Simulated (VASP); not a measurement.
# NiO (P6_3/mmc) in VASP: density of states with PBEsol

Aim: the density of states of NiO with PBEsol.

Program: VASP 6.6.1. These are calculated values, not measurements. Logs are shortened: lines on timing, memory, paths and dates and some standing lists are left out, and cuts for length are marked.

## (1) The cell of the first run

The structure is hexagonal, space group P6_3/mmc (No. 194). Conventional cell: a = 2.820 Å, b = 2.820 Å, c = 5.003 Å, α = 90.00°, β = 90.00°, γ = 120.00°. Ni (site symmetry -3m) has 6 O at 2.05 Å and 2 Ni at 2.50 Å within 2.7 Å. Within 2.7 Å of O (site symmetry -6m2) lie 6 Ni at 2.05 Å.

## (2) Density of states, PBEsol, collinear spin, ferromagnetic start

Contents of POSCAR:

```
NiO
1.0
    2.8199889400      0.0000000000      0.0000000000
   -1.4099944700      2.4421820604      0.0000000000
    0.0000000000      0.0000000000      5.0028116244
Ni O
2 2
Direct
    0.0000000000      0.0000000000      0.0000000000
    0.0000000000      0.0000000000      0.5000000000
    0.3333333333      0.6666666667      0.2500000000
    0.6666666667      0.3333333333      0.7500000000
```

Contents of INCAR.step1:

```
  PREC = Accurate
  ENCUT = 520
  EDIFF = 1E-6
  ISMEAR = 0
  SIGMA = 0.05
  LREAL = F
  LASPH = T
  NELM = 150
  ALGO = Normal
  ISIF = 2
  LWAVE = F
  LCHARG = T
  ISPIN = 2
  MAGMOM = -0.09 -0.09 0 0
  LMAXMIX = 4
  GGA = PS
  NBANDS = 28
```

Contents of KPOINTS.step1:

```
regular mesh
0
Gamma
  12 12 8
```

Contents of INCAR.step2:

```
  PREC = Accurate
  ENCUT = 520
  EDIFF = 1E-6
  ISMEAR = -5
  SIGMA = 0.05
  LREAL = F
  LASPH = T
  NELM = 150
  ALGO = Normal
  ISIF = 2
  LWAVE = F
  LCHARG = F
  ISPIN = 2
  MAGMOM = -0.09 -0.09 0 0
  LORBIT = 10
  LMAXMIX = 4
  GGA = PS
  NBANDS = 28
  NEDOS = 2001
  ICHARG = 11
```

Contents of KPOINTS.step2:

```
regular mesh
0
Gamma
  18 18 12
```

Potentials or basis: VASP PAW PBE potentials, release 64 (Ni, O).

Command:

```bash
cat potpaw_PBE.64/Ni/POTCAR potpaw_PBE.64/O/POTCAR > POTCAR
cp INCAR.step1 INCAR
cp KPOINTS.step1 KPOINTS
mpirun -np 1 vasp_std > vasp.out
cp INCAR.step2 INCAR
cp KPOINTS.step2 KPOINTS
mpirun -np 1 vasp_std > vasp.out
```

OUTCAR:

```text
PREC = Accurate
   ENCUT = 520
   EDIFF = 1E-6
   ISMEAR = -5
   LREAL = F
   LASPH = T
   NELM = 150
   ISIF = 2
   ISPIN = 2
   LORBIT = 10
   GGA = PS
   ICHARG = 11

 ion  position               nearest neighbor table
   1  0.000  0.000  0.000-   3 2.05   4 2.05   3 2.05   4 2.05   4 2.05   3 2.05   2 2.50   2 2.50

   2  0.000  0.000  0.500-   3 2.05   4 2.05   3 2.05   4 2.05   4 2.05   3 2.05   1 2.50   1 2.50

   3  0.333  0.667  0.250-   1 2.05   2 2.05   1 2.05   2 2.05   1 2.05   2 2.05
   4  0.667  0.333  0.750-   1 2.05   2 2.05   1 2.05   2 2.05   1 2.05   2 2.05

  LATTYP: Found a hexagonal cell.
 ALAT       =     2.8199889400
 C/A-ratio  =     1.7740536331

  Lattice vectors:

 A1 = (   2.8199889400,   0.0000000000,   0.0000000000)
 A2 = (  -1.4099944700,   2.4421820604,   0.0000000000)
 A3 = (   0.0000000000,   0.0000000000,   5.0028116244)

Analysis of symmetry for initial positions (statically):
=====================================================================
 Subroutine PRICEL returns:
 Original cell was already a primitive cell.

 Routine SETGRP: Setting up the symmetry group for a
 hexagonal supercell.

 Subroutine GETGRP returns: Found 24 space group operations
 (whereof 12 operations were pure point group operations)
 out of a pool of 24 trial point group operations.

The static configuration has the point symmetry D_3d.
 The point group associated with its full space group is D_6h.

Analysis of symmetry for dynamics (positions and initial velocities):
=====================================================================
 Subroutine PRICEL returns:
 Original cell was already a primitive cell.

 Routine SETGRP: Setting up the symmetry group for a
 hexagonal supercell.

 Subroutine GETGRP returns: Found 24 space group operations
 (whereof 12 operations were pure point group operations)
 out of a pool of 24 trial point group operations.

The dynamic configuration has the point symmetry D_3d.
 The point group associated with its full space group is D_6h.

Analysis of structural, dynamic, and magnetic symmetry:
=====================================================================
 Subroutine PRICEL returns:
 Original cell was already a primitive cell.

 Routine SETGRP: Setting up the symmetry group for a
 hexagonal supercell.

 Subroutine GETGRP returns: Found 24 space group operations
 (whereof 12 operations were pure point group operations)
 out of a pool of 24 trial point group operations.

The overall configuration has the point symmetry D_3d.
 The point group associated with its full space group is D_6h.

 Subroutine INISYM returns: Found 24 space group operations
 (whereof 12 operations are pure point group operations),
 and found     1 'primitive' translations

----------------------------------------------------------------------------------------

                                     Primitive cell

  volume of cell :      34.4540

  direct lattice vectors                    reciprocal lattice vectors
     2.819988940  0.000000000  0.000000000     0.354611320  0.204734941  0.000000000
    -1.409994470  2.442182060  0.000000000     0.000000000  0.409469882  0.000000000
     0.000000000  0.000000000  5.002811624     0.000000000  0.000000000  0.199887598

  length of vectors
     2.819988940  2.819988940  5.002811624     0.409469882  0.409469882  0.199887598

  position of ions in fractional coordinates (direct lattice)
     0.000000000  0.000000000  0.000000000
     0.000000000  0.000000000  0.500000000
     0.333333333  0.666666667  0.250000000
     0.666666667  0.333333333  0.750000000

  ion indices of the primitive-cell ions
   primitive index   ion index
                 1           1
                 2           2
                 3           3
                 4           4

----------------------------------------------------------------------------------------

 KPOINTS: regular mesh

Automatic generation of k-mesh.
 Grid dimensions read from file:
 generate k-points for:   18   18   12

 Generating k-lattice:

  Cartesian coordinates                     Fractional coordinates (reciprocal lattice)
     0.019700629  0.011374163  0.000000000     0.055555556 -0.000000000  0.000000000
     0.000000000  0.022748327  0.000000000     0.000000000  0.055555556  0.000000000
     0.000000000  0.000000000  0.016657300     0.000000000  0.000000000  0.083333333

  Length of vectors
     0.022748327  0.022748327  0.016657300

  Shift w.r.t. Gamma in fractional coordinates (k-lattice)
     0.000000000  0.000000000  0.000000000

 TETIRR: Found   3954 inequivalent tetrahedra from    23328

 Subroutine IBZKPT returns following result:
 ===========================================

 Found    259 irreducible k-points:

 Following reciprocal coordinates:
            Coordinates               Weight
  0.000000  0.000000  0.000000      1.000000
  0.055556  0.000000  0.000000      6.000000
  0.111111  0.000000  0.000000      6.000000
  0.166667  0.000000  0.000000      6.000000
  0.222222  0.000000  0.000000      6.000000
  0.277778  0.000000  0.000000      6.000000
[... 16 lines left out ...]
  0.333333  0.111111  0.000000     12.000000
  0.388889  0.111111  0.000000     12.000000
 [... further k-points ...]
   k-points           NKPTS =    259   k-points in BZ     NKDIM =    259   number of bands    NBANDS=     28
   number of dos      NEDOS =   2001   number of ions     NIONS =      4
   total plane-waves  NPLWV =  23040
   dimension x,y,z NGX =    24 NGY =   24 NGZ =   40
   dimension x,y,z NGXF=    48 NGYF=   48 NGZF=   80
   ions per type =               2   2
   NGX,Y,Z   is equivalent  to a cutoff of  14.15, 14.15, 13.29 a.u.
   NGXF,Y,Z  is equivalent  to a cutoff of  28.30, 28.30, 26.58 a.u.
 SYSTEM =  unknown system
   PREC   = accura    normal or accurate (medium, high low for compatibility)
   ISTART =      0    job   : 0-new  1-cont  2-samecut
   ICHARG =     11    charge: 1-file 2-atom 10-const
   ISPIN  =      2    spin polarized calculation?
   LNONCOLLINEAR =      F non collinear calculations
   LSORBIT =      F    spin-orbit coupling
   LASPH  =      T    aspherical Exc in radial PAW
   ENCUT  =  520.0 eV  38.22 Ry    6.18 a.u.   5.24  5.24  9.30*2*pi/ulx,y,z
   NELM   =    150;   NELMIN=  2; NELMDL=  0     # of ELM steps
   EDIFF  = 0.1E-05   stopping-criterion for ELM
   LREAL  =      F    real-space projection
   EDIFFG = 0.1E-04   stopping-criterion for IOM
   NSW    =      0    number of steps for IOM
   IBRION =     -1    ionic relax: 0-MD 1-quasi-New 2-CG
   NFREE  =      0    steps in history (QN), initial steepest desc. (CG)
   ISIF   =      2    stress and relaxation
   ISYM   =      2    0-nonsym 1-usesym 2-fastsym
   POTIM  = 0.5000    time-step for ionic-motion
   TEBEG  =    0.0;   TEEND  =   0.0 temperature during run
   PSTRESS=    0.0 pullay stress
   NELECT =      32.0000    total number of electrons
   NUPDOWN=      -1.0000    fix difference up-down
   EMIN   =  10.00;   EMAX   =-10.00  energy-range for DOS
   EFERMI =   0.00;   METHOD = LEGACY
   ISMEAR =    -5;   SIGMA  =   0.05  broadening in eV -4-tet -1-fermi 0-gaus
   EFERMI_NEDOS =   21; number of points for ismear=-14 and -15
   IALGO  =     38    algorithm
   IMIX   =      4    mixing-type and parameters
     AMIX     =   0.40;   BMIX     =  1.00
     AMIX_MAG =   1.60;   BMIX_MAG =  1.00
  volume/ion in A,a.u.               =       8.61        58.13
  Fermi-wavevector in a.u.,A,eV,Ry     =   1.597270  3.018402 34.712149  2.551271
  Thomas-Fermi vector in A             =   2.694902
   LORBIT       =     10    0 simple, 1 ext, 2 COOP (PROOUT), +10 PAW based schemes
   GGA     = PS    functional components
   LHFCALC =     F    Hartree Fock is set to
   AEXX    =    0.0000 exact exchange contribution
   IVDW    =     0    specifies the selected vdW correction
   LEPSILON=     F    determine dielectric tensor
   LRPA    =     F    only Hartree local field effects (RPA)
 spin polarized calculation
 Fermi weights with tetrahedron method with Bloechl corrections
  energy-cutoff  :      520.00
  volume of cell :       34.45
 maximum number of plane-waves:       942
 NGX is ok and might be reduce to    24

 number of electron      32.0000002 magnetization      -0.1869560

 Free energy of the ion-electron system (eV)
  ---------------------------------------------------
  ext. energy  EPLUGINS =         0.00000000
  ---------------------------------------------------
  free energy    TOTEN  =       -24.76170479 eV

  energy without entropy =      -24.76170479  energy(sigma->0) =      -24.76170479

 E-fermi :   8.5560     XC(G=0): -13.2606

 val. band max:        8.6810290238   @ k =   0.3889   0.0000   0.5000
 cond. band min:       8.4802127609   @ k =   0.2222   0.0000   0.0000
 fundamental gap:     -0.2008162629
 Fermi energy:         8.5560383556

 spin component 1

 k-point     1 :       0.0000    0.0000    0.0000
  band No.  band energies     occupation
      1     -12.4262      1.00000
      2     -11.1070      1.00000
      3      -0.4061      1.00000
      4       3.0262      1.00000
      5       3.0262      1.00000
      6       4.7240      1.00000
[... 733 lines left out ...]
     27      28.3881      0.00000
     28      31.3982      0.00000

 [... further k-points ...]

 spin component 2

 k-point     1 :       0.0000    0.0000    0.0000
  band No.  band energies     occupation
      1     -12.4511      1.00000
      2     -11.1347      1.00000
      3      -0.4226      1.00000
      4       2.9711      1.00000
      5       2.9711      1.00000
      6       4.7020      1.00000
[... 733 lines left out ...]
     27      28.3777      0.00000
     28      31.3751      0.00000

 [... further k-points ...]

------------------------ aborting loop because EDIFF is reached ----------------------------------------

  FORCE on cell =-STRESS in cart. coord.  units (eV):
  Direction    XX          YY          ZZ          XY          YZ          ZX
  --------------------------------------------------------------------------------------
  -------------------------------------------------------------------------------------
  Total        0.1852944      0.1852944      0.1264949      0.0000000      0.0000000     -0.0000000
  in kB        8.6165478      8.6165478      5.8822551      0.0000000      0.0000000     -0.0000000
  external PRESSURE =       7.7051169 kB  Pullay stress =       0.0000000 kB

 VOLUME and BASIS-vectors are now :
 -----------------------------------------------------------------------------
  energy-cutoff  :      520.00
  volume of cell :       34.45
      direct lattice vectors                 reciprocal lattice vectors
     2.819988940  0.000000000  0.000000000     0.354611320  0.204734941  0.000000000
    -1.409994470  2.442182060  0.000000000     0.000000000  0.409469882  0.000000000
     0.000000000  0.000000000  5.002811624     0.000000000  0.000000000  0.199887598

 POSITION                                       TOTAL-FORCE (eV/Angst)
 -----------------------------------------------------------------------------------
      0.00000      0.00000      0.00000        -0.000000      0.000000     -0.000000
      0.00000      0.00000      2.50141        -0.000000      0.000000     -0.000000
     -0.00000      1.62812      1.25070        -0.000000      0.000000      0.000000
      1.40999      0.81406      3.75211         0.000000     -0.000000     -0.000000
 -----------------------------------------------------------------------------------
    total drift:                               -0.000000      0.000000      0.000000

  FREE ENERGIE OF THE ION-ELECTRON SYSTEM (eV)
  ---------------------------------------------------
  free  energy   TOTEN  =       -24.7617047855 eV

  energy  without entropy=      -24.7617047855  energy(sigma->0) =      -24.76170479

 total charge

# of ion       s       p       d       tot
------------------------------------------
    1        0.358   0.468   8.398   9.224
    2        0.358   0.468   8.398   9.224
    3        1.574   3.347   0.000   4.922
    4        1.574   3.347   0.000   4.922
--------------------------------------------------
tot          3.865   7.631  16.795  28.291

 magnetization (x)

# of ion       s       p       d       tot
------------------------------------------
    1       -0.000  -0.001  -0.070  -0.071
    2       -0.000  -0.001  -0.070  -0.071
    3       -0.002  -0.012   0.000  -0.014
    4       -0.002  -0.012   0.000  -0.014
--------------------------------------------------
tot         -0.004  -0.025  -0.139  -0.168
```

Run time: 6.8 min. Hardware: 1 thread of Oxide Virtual Turin-like, shared host; peak memory 0.41 GiB.

Results:

```yaml
Net_moment: -0.19 μB per cell
Site_moments: Ni -0.07; O -0.01 μB
Valence_electrons_inside_the_program's_atomic_spheres: Ni 9.22; O 4.92
```

Caveat: the PAW data sets were made with another functional, which shifts forces and pressure a little; semilocal functionals often make such compounds metallic where correlation or magnetic order opens a gap, which also shifts bond lengths; tetrahedron occupations give inexact forces and stress in metals.
